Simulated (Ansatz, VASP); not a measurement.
## One calculation of Ti5W, two programs

```
CELL_PARAMETERS angstrom
2.88239 0.00000 0.00000
-1.44119 2.49622 0.00000
0.00000 0.00000 14.20761
ATOMIC_POSITIONS crystal
Ti 0.33333 0.66667 0.83245
Ti 0.33333 0.66667 0.16755
Ti 0.33333 0.66667 0.50000
Ti 0.66667 0.33333 0.33156
Ti 0.66667 0.33333 0.66844
W 0.66667 0.33333 0.00000
```

Alike in both runs: functional PBE; k mesh 6 × 6 × 2; occupations gaussian, width 0.1 eV; no spin polarisation.

Ansatz relaxed the structure, and its values are those at the end. VASP's run is a single point on that final structure, the one shown.

```csv
,VASP,Ansatz
version,VASP 6.6.1,Ansatz 0.2.0
potentials or method,"VASP PAW PBE potentials, release 64 (Ti_sv, W_sv), cutoff 520 eV","scalar-relativistic, plane waves, PAW"
valence electrons in the cell,74,74
```

|  | VASP | Ansatz | Ansatz less VASP |
| --- | --- | --- | --- |
| gap on the k mesh at the Fermi level (eV) | none | none | - |
| pressure (GPa) | -0.2 | 0.0 | +0.23 |
| rms of the force components (eV/Å) | 0.004 | 0.005 | +0.0008 |

A gap of «none» marks a metal or a gap that the smearing closes.

The k mesh is coarse, so the values compare programs but aren't converged. Neither program's run includes spin-orbit coupling.
